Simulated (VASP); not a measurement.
P:

```
P
1.0
     3.39988    0.00000    0.00000
     0.00000    3.39988    0.00000
     0.00000    0.00000    1.96006
P
1
Direct
  0.00000 0.00000 0.00000
```

The cell was built from a structure type or drawn by symmetry, and may not be a known phase.

```yaml
Program: VASP 6.6.1
Task: relaxation of cell and atoms
Functional: PBE
Potentials_or_basis: VASP PAW PBE potentials, release 64 (P)
Cutoff: 600 eV
k_mesh: 6 × 6 × 8
Occupations: gaussian, width 0.1 eV
Spin: no spin polarisation
```

At the start: pressure 13.3 GPa; volume 22.66 Å³/atom.

Task: Where does the relaxation end?

Result: Over 21 steps the energy falls by 1342.0 meV/atom and the volume is 14.58 Å³/atom (-35.7 %); space group P4/mmm (No. 123, to 0.1 Å) before, Pm-3m (No. 221, to 0.1 Å).

Step by step:
```
step  energy change (eV)  largest force (eV/Å)  pressure (GPa)  volume (Å³)
   1              0.0000                0.0000           13.33        22.66
   2              0.0072                0.0000          -14.57        28.72
   3             -0.3448                0.0000           -4.86        25.43
   4             -0.3498                0.0000           -3.18        25.15
   5             -0.3501                0.0000           -2.57        25.05
   6             -0.3501                0.0000           -2.85        25.10
   7             -0.3987                0.0000           -4.25        23.88
   8             -0.6504                0.0000           -6.59        20.38
   9             -1.1942                0.0000            6.64        14.10
  10             -1.0327                0.0000           40.98        11.71
  11             -1.2044                0.0000           10.05        13.76
  12             -1.1950                0.0000           21.77        12.72
  13             -1.2145                0.0000           14.06        13.37
  14             -1.2115                0.0000           18.38        13.03
  15             -1.2878                0.0000           10.85        13.53
  16             -1.3363                0.0000            3.68        14.18
  17             -1.3414                0.0000            0.83        14.50
  18             -1.3414                0.0000            1.08        14.47
  19             -1.3418                0.0000            0.70        14.51
  20             -1.3419                0.0000            0.25        14.56
  21             -1.3420                0.0000            0.12        14.58
```

Final structure:
```cif
data_structure
_symmetry_space_group_name_H-M 'P 1'
_symmetry_Int_Tables_number 1
_cell_length_a 2.4336
_cell_length_b 2.4336
_cell_length_c 2.4615
_cell_angle_alpha 90.000
_cell_angle_beta 90.000
_cell_angle_gamma 90.000
_cell_volume 14.58
loop_
_atom_site_label
_atom_site_type_symbol
_atom_site_fract_x
_atom_site_fract_y
_atom_site_fract_z
_atom_site_occupancy
P1 P 0.00000 0.00000 0.00000 1
```

Caveat: the k points lie up to 0.43 Å⁻¹ apart in the final cell, too coarse for converged energies and pressures of a metal; the volume moved by over 15 % at a fixed basis, so the end points are rough.
